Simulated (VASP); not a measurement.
AlCdO2: single point with PBE

AlCdO2:

```
Al Cd O
1.0
     1.61059    0.92987    5.26336
    -1.61059    0.92987    5.26336
     0.00000   -1.85975    5.26336
Al Cd O
1 1 2
Direct
  0.50000 0.50000 0.50000
  0.00000 0.00000 0.00000
  0.76848 0.76848 0.76848
  0.23152 0.23152 0.23152
```

- Program: VASP 6.6.1
- Task: single point
- Functional: PBE
- Potentials or basis: VASP PAW PBE potentials, release 64 (Al, Cd, O)
- Cutoff: 520 eV
- k mesh: 6 × 6 × 6
- Occupations: gaussian, width 0.1 eV
- Spin: collinear spin, ferromagnetic start
- Starting moments: [0.0, 0.0, 1.0, 1.0] μB

The pressure is -2.3 GPa and the largest force is 2.296 eV/Å. The net moment is 0.00 μB per cell and the valence electrons inside the program's atomic spheres are Al 0.58; Cd 10.28; O 4.99.

Forces on the atoms (eV/Å):
```
Al   0.000  0.000  0.000
Cd   0.000  0.000  0.000
O    0.000  0.000  2.296
O    0.000  0.000 -2.296
```

Stress tensor (GPa, compression positive):
```
-11.33   0.00   0.00
  0.00 -11.33   0.00
  0.00   0.00  15.76
```

Levels at points of the mesh, in eV from the Fermi level:
Spin up:
| k point | band 10 | band 11 | band 12 | band 13 | band 14 | band 15 | band 16 | band 17 | band 18 | band 19 |
| --- | --- | --- | --- | --- | --- | --- | --- | --- | --- | --- |
| (0.00, 0.00, 0.00) | -5.00 | -4.81 | -4.81 | -4.69 | -3.78 | 0.89 | 3.70 | 7.13 | 7.13 | 10.51 |
| (0.50, 0.00, 0.00) | -5.82 | -5.70 | -5.25 | -5.19 | 1.47 | 1.65 | 3.00 | 4.47 | 6.28 | 7.51 |
| (0.50, 0.50, 0.00) | -6.38 | -5.55 | -4.49 | -4.00 | 0.10 | 0.52 | 3.53 | 5.55 | 6.81 | 7.48 |
| (0.50, 0.50, 0.50) | -5.37 | -5.37 | -4.48 | -4.48 | -0.92 | -0.63 | 4.55 | 7.97 | 7.97 | 8.15 |
Spin down:
| k point | band 10 | band 11 | band 12 | band 13 | band 14 | band 15 | band 16 | band 17 | band 18 | band 19 |
| --- | --- | --- | --- | --- | --- | --- | --- | --- | --- | --- |
| (0.00, 0.00, 0.00) | -5.00 | -4.81 | -4.81 | -4.69 | -3.78 | 0.89 | 3.70 | 7.13 | 7.13 | 10.51 |
| (0.50, 0.00, 0.00) | -5.82 | -5.70 | -5.25 | -5.19 | 1.47 | 1.65 | 3.00 | 4.47 | 6.28 | 7.51 |
| (0.50, 0.50, 0.00) | -6.38 | -5.55 | -4.49 | -4.00 | 0.10 | 0.52 | 3.53 | 5.55 | 6.81 | 7.48 |
| (0.50, 0.50, 0.50) | -5.37 | -5.37 | -4.48 | -4.48 | -0.92 | -0.63 | 4.55 | 7.97 | 7.97 | 8.15 |

Run time: 2.1 min on 1 thread of Intel(R) Xeon(R) 6975P-C (Granite Rapids), with other jobs on the host, peak memory 0.34 GiB.

Caveat: the k points lie up to 0.38 Å⁻¹ apart; forces of over 1 eV/Å act on the atoms, so gaps and moduli don't describe the material at rest.
